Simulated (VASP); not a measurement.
Here is a VASP 6.6.1 calculation.

The input POSCAR:

```
MgO
1.0
    0.0000000000      2.1021674155      2.0601240671
    2.1021674155      0.0000000000      2.0601240671
    2.1021674155      2.1021674155      0.0000000000
Mg O
1 1
Direct
    0.0000000000      0.0000000000      0.0000000000
    0.5000000000      0.5000000000      0.5000000000
```

The input INCAR.step1:

```
SYSTEM = MgO
ALGO     = Normal         ! electronic algorithm
EDIFF    = 1E-5           ! SCF threshold, eV
ENCUT    = 920            ! plane-wave cutoff, eV
GGA      = PE             ! functional
GGA_COMPAT= .FALSE.      
ISMEAR   = 0              ! smearing method
LASPH    = .TRUE.         ! aspherical terms in the spheres
LCHARG   = .FALSE.        ! write CHGCAR
LREAL    = .FALSE.        ! projectors in reciprocal space
LWAVE    = .TRUE.         ! write WAVECAR
NBANDS   = 15             ! bands
NELM     = 120            ! most SCF steps
PREC     = Accurate       ! precision mode
SIGMA    = 0.01           ! smearing width, eV
```

File INCAR.step2:

```
SYSTEM = MgO
ALGO     = Normal         ! electronic algorithm
EDIFF    = 1E-6           ! SCF threshold, eV
ENCUT    = 920            ! plane-wave cutoff, eV
GGA_COMPAT= .FALSE.      
ISIF     = 2              ! what is computed and relaxed
ISMEAR   = 0              ! smearing method
ISTART   = 1            
LASPH    = .TRUE.         ! aspherical terms in the spheres
LCHARG   = .FALSE.        ! write CHGCAR
LMIXTAU  = .TRUE.       
LREAL    = .FALSE.        ! projectors in reciprocal space
LWAVE    = .FALSE.        ! write WAVECAR
METAGGA  = R2SCAN         ! meta-GGA
NBANDS   = 15             ! bands
NELM     = 120            ! most SCF steps
PREC     = Accurate       ! precision mode
SIGMA    = 0.01           ! smearing width, eV
```

Contents of KPOINTS:

```
k-points
0
G
  10 10 10
  0 0 0
```

Potentials or basis: VASP PAW PBE potentials, release 64 (Mg_sv, O).

Run with:

```sh
$ cat potpaw_PBE.64/Mg_sv/POTCAR potpaw_PBE.64/O/POTCAR > POTCAR
$ cp INCAR.step1 INCAR
$ mpirun -np 1 vasp_std > vasp.out
$ cp INCAR.step2 INCAR
$ mpirun -np 1 vasp_std > vasp.out
```

Task: Estimate the band gap on the k mesh.

Result: 5.89 eV.

Task: Predict the pressure.

Result: 4.2 GPa.

Stress tensor (GPa, compression positive):
```
2.39 0.00 0.00
0.00 2.39 0.00
0.00 0.00 7.74
```

Caveat: the cell differs from its parent crystal (uniaxial z strain -2.0%); the stress differs along the axes, from 2 to 8 GPa; the PAW data sets were made with another functional, which shifts forces and pressure a little.
